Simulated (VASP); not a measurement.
# Sn3C (P6/mmm) in VASP: single point with PBE

Aim: the single point of Sn3C with PBE.

All numbers are computed with VASP 6.6.1; they aren't measurements. Logs are shortened: lines on timing, memory, paths and dates and some standing lists are left out, and cuts for length are marked.

## 1. The cell of the first run

Symmetry: P6/mmm, No. 191, hexagonal system. The conventional cell has a = 4.843 Å, b = 4.843 Å, c = 5.557 Å, α = 90.00°, β = 90.00°, γ = 120.00°. Sn (site symmetry mmm) has 4 Sn at 2.42 Å within 3.2 Å. Within 4.8 Å of C (site symmetry 6/mmm) lie 12 Sn at 3.69 Å.

## 2. Single point, PBE

Contents of INCAR:

```
PREC     = Accurate       # precision mode
ENCUT    = 520            # plane-wave cutoff, eV
EDIFF    = 1E-6           # SCF threshold, eV
ISMEAR   = 0              # smearing method
SIGMA    = 0.1            # smearing width, eV
LREAL    = F              # projectors in reciprocal space
LASPH    = T              # aspherical terms in the spheres
NELM     = 60             # most SCF steps
ALGO     = Normal         # electronic algorithm
ISIF     = 2              # what is computed and relaxed
LWAVE    = F              # write WAVECAR
LCHARG   = F              # write CHGCAR
GGA      = PE             # functional
NBANDS   = 31             # bands
```

Contents of KPOINTS:

```
regular mesh
0
Gamma
  6 6 4
```

Contents of POSCAR:

```
Sn3C
1.0
    4.8430031900      0.0000000000      0.0000000000
   -2.4215015900      4.1941637900      0.0000000000
    0.0000000000      0.0000000000      5.5571386100
Sn C
3 1
Direct
    0.5000000000      0.0000000000      0.0000000000
    0.0000000000      0.5000000000      0.0000000000
    0.5000000000      0.5000000000      0.0000000000
    0.0000000000      0.0000000000      0.5000000000
```

Potentials or basis: VASP PAW PBE potentials, release 64 (Sn_d, C).

Launch:

```
cat potpaw_PBE.64/Sn_d/POTCAR potpaw_PBE.64/C/POTCAR > POTCAR
mpirun -np 1 vasp_std > vasp.out
```

OUTCAR:

```text
PREC = Accurate
   ENCUT = 520
   EDIFF = 1E-6
   ISMEAR = 0
   LREAL = F
   LASPH = T
   NELM = 60
   ISIF = 2
   GGA = PE

 ion  position               nearest neighbor table
   1  0.500  0.000  0.000-   3 2.42   3 2.42   2 2.42   2 2.42
   2  0.000  0.500  0.000-   1 2.42   1 2.42   3 2.42   3 2.42
   3  0.500  0.500  0.000-   1 2.42   1 2.42   2 2.42   2 2.42
   4  0.000  0.000  0.500-

  LATTYP: Found a hexagonal cell.
 ALAT       =     4.8430031900
 C/A-ratio  =     1.1474571443

  Lattice vectors:

 A1 = (   4.8430031900,   0.0000000000,   0.0000000000)
 A2 = (  -2.4215015900,   4.1941637900,   0.0000000000)
 A3 = (   0.0000000000,   0.0000000000,   5.5571386100)

Analysis of symmetry for initial positions (statically):
=====================================================================
 Subroutine PRICEL returns:
 Original cell was already a primitive cell.

 Routine SETGRP: Setting up the symmetry group for a
 hexagonal supercell.

 Subroutine GETGRP returns: Found 24 space group operations
 (whereof 24 operations were pure point group operations)
 out of a pool of 24 trial point group operations.

The static configuration has the point symmetry D_6h.

Analysis of symmetry for dynamics (positions and initial velocities):
=====================================================================
 Subroutine PRICEL returns:
 Original cell was already a primitive cell.

 Routine SETGRP: Setting up the symmetry group for a
 hexagonal supercell.

 Subroutine GETGRP returns: Found 24 space group operations
 (whereof 24 operations were pure point group operations)
 out of a pool of 24 trial point group operations.

The dynamic configuration has the point symmetry D_6h.

 Subroutine INISYM returns: Found 24 space group operations
 (whereof 24 operations are pure point group operations),
 and found     1 'primitive' translations

----------------------------------------------------------------------------------------

                                     Primitive cell

  volume of cell :     112.8785

  direct lattice vectors                    reciprocal lattice vectors
[... 82 lines left out ...]
   LNONCOLLINEAR =      F non collinear calculations
   LSORBIT =      F    spin-orbit coupling
   LASPH  =      T    aspherical Exc in radial PAW
   ENCUT  =  520.0 eV  38.22 Ry    6.18 a.u.   9.00  9.00 10.33*2*pi/ulx,y,z
   NELM   =     60;   NELMIN=  2; NELMDL= -5     # of ELM steps
   EDIFF  = 0.1E-05   stopping-criterion for ELM
   LREAL  =      F    real-space projection
   EDIFFG = 0.1E-04   stopping-criterion for IOM
   NSW    =      0    number of steps for IOM
   IBRION =     -1    ionic relax: 0-MD 1-quasi-New 2-CG
   NFREE  =      0    steps in history (QN), initial steepest desc. (CG)
   ISIF   =      2    stress and relaxation
   ISYM   =      2    0-nonsym 1-usesym 2-fastsym
   POTIM  = 0.5000    time-step for ionic-motion
   TEBEG  =    0.0;   TEEND  =   0.0 temperature during run
   PSTRESS=    0.0 pullay stress
   NELECT =      46.0000    total number of electrons
   NUPDOWN=      -1.0000    fix difference up-down
   EMIN   =  10.00;   EMAX   =-10.00  energy-range for DOS
   EFERMI =   0.00;   METHOD = LEGACY
   ISMEAR =     0;   SIGMA  =   0.10  broadening in eV -4-tet -1-fermi 0-gaus
   EFERMI_NEDOS =   21; number of points for ismear=-14 and -15
   IALGO  =     38    algorithm
   IMIX   =      4    mixing-type and parameters
     AMIX     =   0.40;   BMIX     =  1.00
     AMIX_MAG =   1.60;   BMIX_MAG =  1.00
  volume/ion in A,a.u.               =      28.22       190.44
  Fermi-wavevector in a.u.,A,eV,Ry     =   1.213734  2.293625 20.043438  1.473151
  Thomas-Fermi vector in A             =   2.349177
   LORBIT       =      0    0 simple, 1 ext, 2 COOP (PROOUT), +10 PAW based schemes
   GGA     = PE    functional components
   LHFCALC =     F    Hartree Fock is set to
   AEXX    =    0.0000 exact exchange contribution
   IVDW    =     0    specifies the selected vdW correction
   LEPSILON=     F    determine dielectric tensor
   LRPA    =     F    only Hartree local field effects (RPA)
 non-spin polarized calculation
 Gauss-broadening in eV      SIGMA  =   0.10
  energy-cutoff  :      520.00
  volume of cell :      112.88
 maximum number of plane-waves:      3075
 NGX is ok and might be reduce to    36
   NGX = 17   NGY = 17   NGZ = 21

 number of electron      45.9999979 magnetization

 Free energy of the ion-electron system (eV)
  ---------------------------------------------------
  ext. energy  EPLUGINS =         0.00000000
  ---------------------------------------------------
  free energy    TOTEN  =        -5.73436769 eV

  energy without entropy =       -5.71110437  energy(sigma->0) =       -5.72273603

 E-fermi :   5.0172     XC(G=0):  -8.8939

 val. band max:        5.0016633534   @ k =   0.3333   0.3333   0.2500
 cond. band min:       5.0180115519   @ k =   0.1667  -0.0000   0.5000
 fundamental gap:      0.0163481985
 Fermi energy:         5.0171622750

 k-point     1 :       0.0000    0.0000    0.0000
  band No.  band energies     occupation
      1     -19.0827      2.00000
      2     -18.5150      2.00000
      3     -18.5150      2.00000
      4     -18.0207      2.00000
      5     -17.5033      2.00000
      6     -17.4330      2.00000
[... 703 lines left out ...]
     30      12.9399      0.00000
     31      13.5307      0.00000

------------------------ aborting loop because EDIFF is reached ----------------------------------------

  FORCE on cell =-STRESS in cart. coord.  units (eV):
  Direction    XX          YY          ZZ          XY          YZ          ZX
  --------------------------------------------------------------------------------------
  -------------------------------------------------------------------------------------
  Total       37.2046913     37.2046913     -5.9789769      0.0000000     -0.0000000     -0.0000000
  in kB      528.0765923    528.0765915    -84.8645057      0.0000006     -0.0000000     -0.0000000
  external PRESSURE =     323.7628927 kB  Pullay stress =       0.0000000 kB

 VOLUME and BASIS-vectors are now :
 -----------------------------------------------------------------------------
  energy-cutoff  :      520.00
  volume of cell :      112.88
      direct lattice vectors                 reciprocal lattice vectors
     4.843003190  0.000000000  0.000000000     0.206483449  0.119213274  0.000000000
    -2.421501590  4.194163790  0.000000000     0.000000000  0.238426549  0.000000000
     0.000000000  0.000000000  5.557138610     0.000000000  0.000000000  0.179948724

 POSITION                                       TOTAL-FORCE (eV/Angst)
 -----------------------------------------------------------------------------------
      2.42150      0.00000      0.00000        -0.000000      0.000000      0.000000
     -1.21075      2.09708      0.00000        -0.000000      0.000000      0.000000
      1.21075      2.09708      0.00000         0.000000      0.000000      0.000000
      0.00000      0.00000      2.77857        -0.000000      0.000000      0.000000
 -----------------------------------------------------------------------------------
    total drift:                                0.000000      0.000000     -0.000000

  FREE ENERGIE OF THE ION-ELECTRON SYSTEM (eV)
  ---------------------------------------------------
  free  energy   TOTEN  =        -5.7343676907 eV

  energy  without entropy=       -5.7111043659  energy(sigma->0) =       -5.72273603
```

OSZICAR:

```text
N       E                     dE             d eps       ncg     rms          rms(c)
DAV:   1     0.466031224667E+03    0.46603E+03   -0.23627E+04  1372   0.212E+03
DAV:   2     0.580760848320E+02   -0.40796E+03   -0.39665E+03  1309   0.561E+02
DAV:   3    -0.305151287583E+01   -0.61128E+02   -0.60007E+02  1557   0.185E+02
DAV:   4    -0.603473348115E+01   -0.29832E+01   -0.29496E+01  1478   0.456E+01
DAV:   5    -0.612949859512E+01   -0.94765E-01   -0.94721E-01  1695   0.815E+00    0.690E+00
DAV:   6    -0.587899726284E+01    0.25050E+00   -0.24454E-01  1957   0.440E+00    0.406E+00
DAV:   7    -0.588737208801E+01   -0.83748E-02   -0.58882E-01  1806   0.296E+00    0.309E+00
DAV:   8    -0.573189493966E+01    0.15548E+00   -0.52393E-01  1663   0.327E+00    0.359E-01
DAV:   9    -0.573441812228E+01   -0.25232E-02   -0.37616E-02  1387   0.156E+00    0.165E-01
DAV:  10    -0.573441691445E+01    0.12078E-05   -0.39597E-03  1645   0.462E-01    0.822E-02
DAV:  11    -0.573433656585E+01    0.80349E-04   -0.66007E-04  1738   0.256E-01    0.285E-02
DAV:  12    -0.573436579829E+01   -0.29232E-04   -0.72233E-05  1691   0.606E-02    0.948E-03
DAV:  13    -0.573436771929E+01   -0.19210E-05   -0.86496E-06  1417   0.167E-02    0.334E-03
DAV:  14    -0.573436769073E+01    0.28557E-07   -0.22972E-06  1072   0.737E-03
   1 F= -.57343677E+01 E0= -.57227360E+01  d E =-.232633E-01
```

stdout:

```text
POSCAR found type information on POSCAR SnC
 POSCAR found :  2 types and       4 ions
 scaLAPACK will be used
 LDA part: xc-table for (Slater+PW92), standard interpolation
 POSCAR, INCAR and KPOINTS ok, starting setup
 FFT: planning ... GRIDC
 FFT: planning ... GRID_SOFT
 FFT: planning ... GRID
 WAVECAR not read
 entering main loop
```

It took 36 s on 1 thread of Intel Xeon Platinum 8559C (Emerald Rapids), shared host; peak memory 0.24 GiB.

Results:

| Quantity | Value |
| --- | --- |
| Free energy | -5.7344 eV |
| Pressure | 32.4 GPa |
| Band gap on the k mesh | zero (band 23 reaches 5.23 eV, above the bottom of band 24 at 4.46 eV) |

Levels at points of the mesh, in eV from the Fermi level:
```
           k point  band 19  band 20  band 21  band 22  band 23  band 24  band 25  band 26  band 27  band 28
(0.00, 0.00, 0.00)    -3.99    -2.76    -2.76    -2.47    -2.47     0.49     0.49     0.68     3.41     3.79
(0.50, 0.00, 0.00)    -4.93    -4.08    -1.94    -1.36    -0.37     0.29     1.20     3.07     3.75     4.87
(0.00, 0.00, 0.50)    -3.44    -2.61    -2.61    -2.41    -2.41    -0.26     0.11     0.11     3.28     3.28
(0.50, 0.00, 0.50)    -4.84    -4.42    -2.88    -0.40    -0.29     0.42     0.97     3.69     3.79     4.76
```

Caveat: spin-orbit coupling is left out, which moves the levels of the heavy elements.
